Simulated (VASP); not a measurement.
# HfN: single point with LDA

HfN:

```
Hf N
1.0
     3.85671    0.00000    0.00000
     0.00000    3.85671    0.00000
     0.00000    0.00000    4.81847
Hf N
2 2
Direct
  0.50000 0.00000 0.17687
  0.00000 0.50000 0.82313
  0.00000 0.00000 0.00000
  0.50000 0.50000 0.00000
```

- Program: VASP 6.6.1
- Task: single point
- Functional: LDA
- Potentials or basis: VASP PAW LDA potentials, release 64 (Hf_pv, N)
- Cutoff: 520 eV
- k mesh: 15 × 15 × 12
- Occupations: gaussian, width 0.05 eV
- Spin: no spin polarisation

```yaml
Pressure: -8.7 GPa
Largest_force: 0.896 eV/Å
Band_gap_on_the_k_mesh: zero (band 15 reaches 4.70 eV, above the bottom of band 16 at 2.75 eV)
```

Forces on the atoms (eV/Å):
```
Hf   0.000  0.000 -0.896
Hf   0.000  0.000  0.896
N    0.000  0.000  0.000
N    0.000  0.000  0.000
```

Stress tensor (GPa, compression positive):
```
-10.09   0.00   0.00
  0.00 -10.09   0.00
  0.00   0.00  -5.85
```

Levels at points of the mesh, in eV from the Fermi level:
| k point | band 12 | band 13 | band 14 | band 15 | band 16 | band 17 | band 18 | band 19 |
| --- | --- | --- | --- | --- | --- | --- | --- | --- |
| (0.00, 0.00, 0.00) | -4.39 | -2.40 | -2.40 | -2.25 | 0.42 | 2.86 | 3.51 | 3.51 |
| (0.00, 0.00, 0.50) | -4.58 | -2.56 | -2.56 | -1.10 | 0.55 | 2.85 | 3.59 | 3.67 |

Run time: 6.8 min on 1 thread of Intel(R) Xeon(R) Platinum 8259CL CPU @ 2.50GHz (Skylake/Cascade Lake), on a shared host, peak memory 0.43 GiB.

Caveat: spin-orbit coupling is left out, which moves the levels of the heavy elements.
